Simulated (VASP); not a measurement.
# Ta (P6_3/mmc) in VASP: notebook

Runs on Ta. Level: r2SCAN. Tasks: single point.

Everything below comes from runs of VASP 6.6.1. Logs are shortened: lines on timing, memory, paths and dates and some standing lists are left out, and cuts for length are marked.

## 1. The cell of the first run

It takes space group P6_3/mmc (No. 194, hexagonal). The conventional cell has a = 2.900 Å, b = 2.900 Å, c = 5.166 Å, α = 90.00°, β = 90.00°, γ = 120.00°. Ta (site symmetry -6m2) has 12 Ta at 2.90 to 3.08 Å within 3.8 Å.

This isn't the form of Ta at room conditions, which is bcc.

## 2. Single point, r2SCAN

POSCAR

```
Ta
1.0
    2.9003720700      0.0000000000      0.0000000000
   -1.4501860400      2.5117959000      0.0000000000
    0.0000000000      0.0000000000      5.1662740000
Ta
2
Direct
    0.6666666704      0.3333333294      0.7500000000
    0.3333333330      0.6666666706      0.2500000000
```

INCAR.step1

```
PREC = Accurate ; ENCUT = 520
ISMEAR = -1 ; SIGMA = 0.3
LREAL = F ; LASPH = T
NELM = 80 ; NBANDS = 18
GGA = PE ; ALGO = Normal
EDIFF = 1E-4 ; LWAVE = T
LCHARG = F
```

INCAR.step2

```
PREC = Accurate ; ENCUT = 520
EDIFF = 1E-7 ; ISMEAR = -1
SIGMA = 0.3 ; LREAL = F
LASPH = T ; NELM = 80
ALGO = Normal ; ISIF = 2
LWAVE = F ; LCHARG = F
METAGGA = R2SCAN ; LMIXTAU = T
NBANDS = 18 ; ISTART = 1
```

KPOINTS

```
Automatic mesh
0
Gamma
  13 13 7
```

Potentials or basis: VASP PAW PBE potentials, release 64 (Ta_pv).

On the command line:

```bash
$ cat potpaw_PBE.64/Ta_pv/POTCAR > POTCAR
$ cp INCAR.step1 INCAR
$ mpirun -np 1 vasp_std > vasp.out
$ cp INCAR.step2 INCAR
$ mpirun -np 1 vasp_std > vasp.out
```

OUTCAR:

```text
PREC = Accurate
   ENCUT = 520
   EDIFF = 1E-7
   ISMEAR = -1
   LREAL = F
   LASPH = T
   NELM = 80
   ISIF = 2
   METAGGA = R2SCAN
   ISTART = 1

 ion  position               nearest neighbor table
   1  0.667  0.333  0.750-   2 3.08   2 3.08   2 3.08   2 3.08   2 3.08   2 3.08
   2  0.333  0.667  0.250-   1 3.08   1 3.08   1 3.08   1 3.08   1 3.08   1 3.08

  LATTYP: Found a hexagonal cell.
 ALAT       =     2.9003720700
 C/A-ratio  =     1.7812452593

  Lattice vectors:

 A1 = (   2.9003720700,   0.0000000000,   0.0000000000)
 A2 = (  -1.4501860400,   2.5117959000,   0.0000000000)
 A3 = (   0.0000000000,   0.0000000000,   5.1662740000)

Analysis of symmetry for initial positions (statically):
=====================================================================
 Subroutine PRICEL returns:
 Original cell was already a primitive cell.

 Routine SETGRP: Setting up the symmetry group for a
 hexagonal supercell.

 Subroutine GETGRP returns: Found 24 space group operations
 (whereof 12 operations were pure point group operations)
 out of a pool of 24 trial point group operations.

The static configuration has the point symmetry D_3d.
 The point group associated with its full space group is D_6h.

Analysis of symmetry for dynamics (positions and initial velocities):
=====================================================================
 Subroutine PRICEL returns:
 Original cell was already a primitive cell.

 Routine SETGRP: Setting up the symmetry group for a
 hexagonal supercell.

 Subroutine GETGRP returns: Found 24 space group operations
 (whereof 12 operations were pure point group operations)
 out of a pool of 24 trial point group operations.

The dynamic configuration has the point symmetry D_3d.
 The point group associated with its full space group is D_6h.

 Subroutine INISYM returns: Found 24 space group operations
 (whereof 12 operations are pure point group operations),
 and found     1 'primitive' translations

----------------------------------------------------------------------------------------

                                     Primitive cell

  volume of cell :      37.6370

  direct lattice vectors                    reciprocal lattice vectors
     2.900372070  0.000000000  0.000000000     0.344783351  0.199060760  0.000000000
    -1.450186040  2.511795900  0.000000000     0.000000000  0.398121519  0.000000000
     0.000000000  0.000000000  5.166274000     0.000000000  0.000000000  0.193563098

  length of vectors
     2.900372070  2.900372079  5.166274000     0.398121521  0.398121519  0.193563098

  position of ions in fractional coordinates (direct lattice)
     0.666666670  0.333333329  0.750000000
     0.333333333  0.666666671  0.250000000

  ion indices of the primitive-cell ions
   primitive index   ion index
                 1           1
                 2           2

----------------------------------------------------------------------------------------

 KPOINTS: Automatic mesh

Automatic generation of k-mesh.
 Grid dimensions read from file:
 generate k-points for:   13   13    7

 Generating k-lattice:

  Cartesian coordinates                     Fractional coordinates (reciprocal lattice)
     0.026521796  0.015312366  0.000000000     0.076923077  0.000000000  0.000000000
     0.000000000  0.030624732  0.000000000     0.000000000  0.076923077  0.000000000
     0.000000000  0.000000000  0.027651871     0.000000000  0.000000000  0.142857143

  Length of vectors
     0.030624732  0.030624732  0.027651871

  Shift w.r.t. Gamma in fractional coordinates (k-lattice)
     0.000000000  0.000000000  0.000000000

 Subroutine IBZKPT returns following result:
 ===========================================

 Found     84 irreducible k-points:

 Following reciprocal coordinates:
            Coordinates               Weight
  0.000000  0.000000  0.000000      1.000000
  0.076923 -0.000000  0.000000      6.000000
  0.153846 -0.000000  0.000000      6.000000
  0.230769 -0.000000  0.000000      6.000000
  0.307692 -0.000000  0.000000      6.000000
  0.384615  0.000000  0.000000      6.000000
[... 16 lines left out ...]
  0.076923 -0.000000  0.142857     12.000000
  0.153846 -0.000000  0.142857     12.000000
 [... further k-points ...]
   k-points           NKPTS =     84   k-points in BZ     NKDIM =     84   number of bands    NBANDS=     18
   number of dos      NEDOS =    301   number of ions     NIONS =      2
   total plane-waves  NPLWV =  23040
   dimension x,y,z NGX =    24 NGY =   24 NGZ =   40
   dimension x,y,z NGXF=    48 NGYF=   48 NGZF=   80
   ions per type =               2
   NGX,Y,Z   is equivalent  to a cutoff of  13.76, 13.76, 12.87 a.u.
   NGXF,Y,Z  is equivalent  to a cutoff of  27.51, 27.51, 25.74 a.u.
 SYSTEM =  unknown system
   PREC   = accura    normal or accurate (medium, high low for compatibility)
   ISTART =      1    job   : 0-new  1-cont  2-samecut
   ICHARG =      0    charge: 1-file 2-atom 10-const
   ISPIN  =      1    spin polarized calculation?
   LNONCOLLINEAR =      F non collinear calculations
   LSORBIT =      F    spin-orbit coupling
   LASPH  =      T    aspherical Exc in radial PAW
   ENCUT  =  520.0 eV  38.22 Ry    6.18 a.u.   5.39  5.39  9.61*2*pi/ulx,y,z
   NELM   =     80;   NELMIN=  2; NELMDL=  0     # of ELM steps
   EDIFF  = 0.1E-06   stopping-criterion for ELM
   LREAL  =      F    real-space projection
   EDIFFG = 0.1E-05   stopping-criterion for IOM
   NSW    =      0    number of steps for IOM
   IBRION =     -1    ionic relax: 0-MD 1-quasi-New 2-CG
   NFREE  =      0    steps in history (QN), initial steepest desc. (CG)
   ISIF   =      2    stress and relaxation
   ISYM   =      2    0-nonsym 1-usesym 2-fastsym
   POTIM  = 0.5000    time-step for ionic-motion
   TEBEG  =    0.0;   TEEND  =   0.0 temperature during run
   PSTRESS=    0.0 pullay stress
   NELECT =      22.0000    total number of electrons
   NUPDOWN=      -1.0000    fix difference up-down
   EMIN   =  10.00;   EMAX   =-10.00  energy-range for DOS
   EFERMI =   0.00;   METHOD = LEGACY
   ISMEAR =    -1;   SIGMA  =   0.30  broadening in eV -4-tet -1-fermi 0-gaus
   EFERMI_NEDOS =   21; number of points for ismear=-14 and -15
   IALGO  =     38    algorithm
   IMIX   =      4    mixing-type and parameters
     AMIX     =   0.40;   BMIX     =  1.00
     AMIX_MAG =   1.60;   BMIX_MAG =  1.00
  volume/ion in A,a.u.               =      18.82       126.99
  Fermi-wavevector in a.u.,A,eV,Ry     =   1.368812  2.586680 25.492516  1.873647
  Thomas-Fermi vector in A             =   2.494743
   LORBIT       =      0    0 simple, 1 ext, 2 COOP (PROOUT), +10 PAW based schemes
   METAGGA = R2SCAN    functional components
   LHFCALC =     F    Hartree Fock is set to
   AEXX    =    0.0000 exact exchange contribution
   IVDW    =     0    specifies the selected vdW correction
   LEPSILON=     F    determine dielectric tensor
   LRPA    =     F    only Hartree local field effects (RPA)
 non-spin polarized calculation
  energy-cutoff  :      520.00
  volume of cell :       37.64
 maximum number of plane-waves:      1039
 NGX is ok and might be reduce to    24
   NGX = 11   NGY = 11   NGZ = 19

 number of electron      22.0000003 magnetization

 Free energy of the ion-electron system (eV)
  ---------------------------------------------------
  ext. energy  EPLUGINS =         0.00000000
  ---------------------------------------------------
  free energy    TOTEN  =       -96.91418654 eV

  energy without entropy =      -96.21942827  energy(sigma->0) =      -96.56680741

 E-fermi :   5.4495     XC(G=0): -13.4986

 val. band max:        5.4380748070   @ k =   0.1538   0.0769   0.0000
 cond. band min:       5.4681606957   @ k =   0.3077   0.0769   0.4286
 fundamental gap:      0.0300858888
 Fermi energy:         5.4495116038

 k-point     1 :       0.0000    0.0000    0.0000
  band No.  band energies     occupation
      1     -30.3448      2.00000
      2     -29.4900      2.00000
      3     -29.3681      2.00000
      4     -29.3680      2.00000
      5     -29.2835      2.00000
      6     -29.2835      2.00000
[... 10 lines left out ...]
     17      10.9152      0.00000
     18      10.9152      0.00000

 k-point     2 :       0.0769   -0.0000    0.0000
  band No.  band energies     occupation
      1     -30.3249      2.00000
      2     -29.4922      2.00000
      3     -29.4323      2.00000
      4     -29.3854      2.00000
      5     -29.3494      2.00000
      6     -29.2952      2.00000
[... 10 lines left out ...]
     17      11.0102      0.00000
     18      11.3838      0.00000

 k-point     3 :       0.1538   -0.0000    0.0000
  band No.  band energies     occupation
      1     -30.2681      2.00000
      2     -29.6090      2.00000
      3     -29.5271      2.00000
      4     -29.4999      2.00000
      5     -29.4322      2.00000
      6     -29.3282      2.00000
[... 10 lines left out ...]
     17      11.1818      0.00000
     18      12.4116      0.00000

 k-point     4 :       0.2308   -0.0000    0.0000
  band No.  band energies     occupation
      1     -30.1822      2.00000
      2     -29.8543      2.00000
      3     -29.7672      2.00000
      4     -29.5162      2.00000
      5     -29.4963      2.00000
      6     -29.3757      2.00000
[... 375 lines left out ...]
      4     -29.3639      2.00000
      5     -29.2878      2.00000
      6     -29.2878      2.00000
[... 10 lines left out ...]
     17      10.8884      0.00000
     18      10.8884      0.00000

 k-point    23 :       0.0769   -0.0000    0.1429
  band No.  band energies     occupation
      1     -30.2866      2.00000
      2     -29.5393      2.00000
      3     -29.4275      2.00000
      4     -29.3809      2.00000
      5     -29.3501      2.00000
      6     -29.2997      2.00000
[... 10 lines left out ...]
     17      10.9621      0.00000
     18      11.2339      0.00000

 k-point    24 :       0.1538   -0.0000    0.1429
  band No.  band energies     occupation
      1     -30.2350      2.00000
      2     -29.6060      2.00000
      3     -29.5781      2.00000
      4     -29.4884      2.00000
      5     -29.4271      2.00000
      6     -29.3334      2.00000
[... 10 lines left out ...]
     17      11.0865      0.00000
     18      11.9653      0.00000

 [... further k-points ...]
[... 5 lines left out ...]
  --------------------------------------------------------------------------------------
  -------------------------------------------------------------------------------------
  Total       -0.0712935     -0.0712935     -0.5341791      0.0000000      0.0000000      0.0000000
  in kB       -3.0349038     -3.0349038    -22.7395562      0.0000000      0.0000000      0.0000000
  external PRESSURE =      -9.6031213 kB  Pullay stress =       0.0000000 kB

 VOLUME and BASIS-vectors are now :
 -----------------------------------------------------------------------------
  energy-cutoff  :      520.00
  volume of cell :       37.64
      direct lattice vectors                 reciprocal lattice vectors
     2.900372070  0.000000000  0.000000000     0.344783351  0.199060760  0.000000000
    -1.450186040  2.511795900  0.000000000     0.000000000  0.398121519  0.000000000
     0.000000000  0.000000000  5.166274000     0.000000000  0.000000000  0.193563098

 POSITION                                       TOTAL-FORCE (eV/Angst)
 -----------------------------------------------------------------------------------
      1.45019      0.83727      3.87471        -0.000000     -0.000000      0.000000
     -0.00000      1.67453      1.29157         0.000000      0.000000      0.000000
 -----------------------------------------------------------------------------------
    total drift:                               -0.000002      0.000001     -0.000000

  FREE ENERGIE OF THE ION-ELECTRON SYSTEM (eV)
  ---------------------------------------------------
  free  energy   TOTEN  =       -96.9141865436 eV

  energy  without entropy=      -96.2194282667  energy(sigma->0) =      -96.56680741
```

Wall time 3.6 min (1 thread of Intel Xeon 8259CL, shared host); peak memory 0.2 GiB.

Results:

| Property | Result |
| --- | --- |
| Free energy | -96.9142 eV |
| Pressure | -1.0 GPa |
| Band gap on the k mesh | zero (bands 11 and 12 overlap by 1.68 eV) |

Levels at points of the mesh, in eV from the Fermi level:
```
           k point  band 8  band 9  band 10  band 11  band 12  band 13  band 14  band 15
(0.00, 0.00, 0.00)   -5.16   -0.59    -0.37     0.70     0.70     1.28     1.28     3.25
```

Caveat: so wide a smearing shifts energies and pressures; the PAW data sets were made with another functional, which shifts forces and pressure a little; spin-orbit coupling is left out, which moves the levels of the heavy elements.

## 3. Single point, r2SCAN

POSCAR is that of step 2.

INCAR.step1

```
ALGO = Normal ; EDIFF = 1E-4
ENCUT = 520 ; GGA = PE
ISMEAR = -1 ; LASPH = T
LCHARG = F ; LREAL = F
LWAVE = T ; NBANDS = 18
NELM = 80 ; PREC = Accurate
SIGMA = 0.2
```

INCAR.step2

```
ALGO = Normal ; EDIFF = 1E-6
ENCUT = 520 ; ISIF = 2
ISMEAR = -1 ; ISTART = 1
LASPH = T ; LCHARG = T
LELF = T ; LMIXTAU = T
LREAL = F ; LVHAR = T
LWAVE = F ; METAGGA = R2SCAN
NBANDS = 18 ; NELM = 80
PREC = Accurate ; SIGMA = 0.2
```

KPOINTS

```
k-points
0
Gamma
  13 13 7
```

Potentials or basis: VASP PAW PBE potentials, release 64 (Ta_pv).

On the command line:

```bash
$ cat potpaw_PBE.64/Ta_pv/POTCAR > POTCAR
$ cp INCAR.step1 INCAR
$ mpirun -np 1 vasp_std > vasp.out
$ cp INCAR.step2 INCAR
$ mpirun -np 1 vasp_std > vasp.out
```

OUTCAR:

```text
EDIFF = 1E-6
   ENCUT = 520
   ISIF = 2
   ISMEAR = -1
   ISTART = 1
   LASPH = T
   LREAL = F
   METAGGA = R2SCAN
   NELM = 80
   PREC = Accurate

 ion  position               nearest neighbor table
   1  0.667  0.333  0.750-   2 3.08   2 3.08   2 3.08   2 3.08   2 3.08   2 3.08
   2  0.333  0.667  0.250-   1 3.08   1 3.08   1 3.08   1 3.08   1 3.08   1 3.08

  LATTYP: Found a hexagonal cell.
 ALAT       =     2.9003720700
 C/A-ratio  =     1.7812452593

  Lattice vectors:

 A1 = (   2.9003720700,   0.0000000000,   0.0000000000)
 A2 = (  -1.4501860400,   2.5117959000,   0.0000000000)
 A3 = (   0.0000000000,   0.0000000000,   5.1662740000)

Analysis of symmetry for initial positions (statically):
=====================================================================
 Subroutine PRICEL returns:
 Original cell was already a primitive cell.

 Routine SETGRP: Setting up the symmetry group for a
 hexagonal supercell.

 Subroutine GETGRP returns: Found 24 space group operations
 (whereof 12 operations were pure point group operations)
 out of a pool of 24 trial point group operations.

[... 157 lines left out ...]
  ---------------------------------------------------
  ext. energy  EPLUGINS =         0.00000000
  ---------------------------------------------------
  free energy    TOTEN  =       -96.71607642 eV

  energy without entropy =      -96.38935473  energy(sigma->0) =      -96.55271558

 E-fermi :   5.4405     XC(G=0): -13.4987

 val. band max:        5.4348916398   @ k =   0.1538   0.0769   0.0000
 cond. band min:       5.4662962018   @ k =   0.3077   0.0769   0.4286
 fundamental gap:      0.0314045619
 Fermi energy:         5.4405037135

 k-point     1 :       0.0000    0.0000    0.0000
  band No.  band energies     occupation
      1     -30.3475      2.00000
      2     -29.4930      2.00000
      3     -29.3750      2.00000
      4     -29.3750      2.00000
      5     -29.2906      2.00000
      6     -29.2905      2.00000
[... 481 lines left out ...]
      5     -29.4341      2.00000
      6     -29.3404      2.00000
[... 10 lines left out ...]
     17      11.0852      0.00000
     18      11.9641      0.00000

 [... further k-points ...]
[... 5 lines left out ...]
  --------------------------------------------------------------------------------------
  -------------------------------------------------------------------------------------
  Total       -0.3498197     -0.3498197     -0.6234011      0.0000000      0.0000000      0.0000000
  in kB      -14.8915322    -14.8915322    -26.5376594      0.0000000      0.0000000      0.0000000
  external PRESSURE =     -18.7735746 kB  Pullay stress =       0.0000000 kB

 VOLUME and BASIS-vectors are now :
 -----------------------------------------------------------------------------
  energy-cutoff  :      520.00
  volume of cell :       37.64
      direct lattice vectors                 reciprocal lattice vectors
     2.900372070  0.000000000  0.000000000     0.344783351  0.199060760  0.000000000
    -1.450186040  2.511795900  0.000000000     0.000000000  0.398121519  0.000000000
     0.000000000  0.000000000  5.166274000     0.000000000  0.000000000  0.193563098

 POSITION                                       TOTAL-FORCE (eV/Angst)
 -----------------------------------------------------------------------------------
      1.45019      0.83727      3.87471        -0.000000      0.000000      0.000000
     -0.00000      1.67453      1.29157         0.000000     -0.000000      0.000000
 -----------------------------------------------------------------------------------
    total drift:                               -0.000002      0.000001     -0.000000

  FREE ENERGIE OF THE ION-ELECTRON SYSTEM (eV)
  ---------------------------------------------------
  free  energy   TOTEN  =       -96.7160764247 eV

  energy  without entropy=      -96.3893547271  energy(sigma->0) =      -96.55271558
```

OSZICAR.step1:

```text
N       E                     dE             d eps       ncg     rms          rms(c)
DAV:   1     0.169051200604E+03    0.16905E+03   -0.12734E+04  3024   0.126E+03
DAV:   2    -0.199201802147E+02   -0.18897E+03   -0.18591E+03  3766   0.355E+02
DAV:   3    -0.241332205801E+02   -0.42130E+01   -0.41391E+01  3600   0.496E+01
DAV:   4    -0.241643983918E+02   -0.31178E-01   -0.31128E-01  3454   0.450E+00
DAV:   5    -0.241646143507E+02   -0.21596E-03   -0.21595E-03  3388   0.363E-01    0.175E+01
DAV:   6    -0.234607355418E+02    0.70388E+00   -0.76497E-01  3392   0.766E+00    0.846E+00
DAV:   7    -0.232412302305E+02    0.21951E+00   -0.66538E-01  3454   0.676E+00    0.512E-01
DAV:   8    -0.232386277996E+02    0.26024E-02   -0.10259E-02  3308   0.874E-01    0.144E-01
DAV:   9    -0.232386128469E+02    0.14953E-04   -0.30360E-04  3392   0.147E-01
   1 F= -.23238613E+02 E0= -.23067338E+02  d E =-.342549E+00
```

It took 3.9 min on 1 thread of Intel Xeon 8259CL, shared host; peak memory 0.2 GiB.

Results:

| Quantity | Value |
| --- | --- |
| Free energy | -96.7161 eV |
| Pressure | -1.9 GPa |
| Band gap on the k mesh | zero (bands 11 and 12 overlap by 1.68 eV) |

Caveat: the PAW data sets were made with another functional, which shifts forces and pressure a little; spin-orbit coupling is left out, which moves the levels of the heavy elements.

(Part 1 of 2 ends here.)
